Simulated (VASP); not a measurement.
Input of a VASP 6.6.1 run:

The input INCAR:

```
SYSTEM = GaN
ALGO = Normal
DIPOL = 0.5 0.5 0.294
EDIFF = 1E-6
ENCUT = 520
GGA = PS
GGA_COMPAT = .FALSE.
IDIPOL = 3
ISIF = 2
ISMEAR = 0
IVDW = 12
LASPH = .TRUE.
LCHARG = .FALSE.
LDIPOL = .TRUE.
LREAL = .FALSE.
LWAVE = .FALSE.
NBANDS = 16
NELM = 120
NELMDL = -8
PREC = Accurate
SIGMA = 0.03
```

KPOINTS

```
k-points
0
G
  12 12 1
  0 0 0
```

Contents of POSCAR:

```
GaN
1.0
    3.1786996380      0.0000000000      0.0000000000
   -1.5893498190      2.7528346375      0.0000000000
    0.0000000000      0.0000000000     23.8000000000
Ga N
1 1
Direct
    0.3333333333      0.6666666667      0.2941176471
    0.6666666667      0.3333333333      0.2941176471
```

Potentials or basis: VASP PAW PBE potentials, release 64 (Ga_d, N).

The run is started by

```sh
$ cat potpaw_PBE.64/Ga_d/POTCAR potpaw_PBE.64/N/POTCAR > POTCAR
$ mpirun -np 1 vasp_std > vasp.out
```

(1) Predict the dispersion energy per atom.

(2) What does it give for the band gap on the k mesh?

Answers

(1) -0.066 eV.

(2) 2.36 eV (least direct gap 2.60 eV).
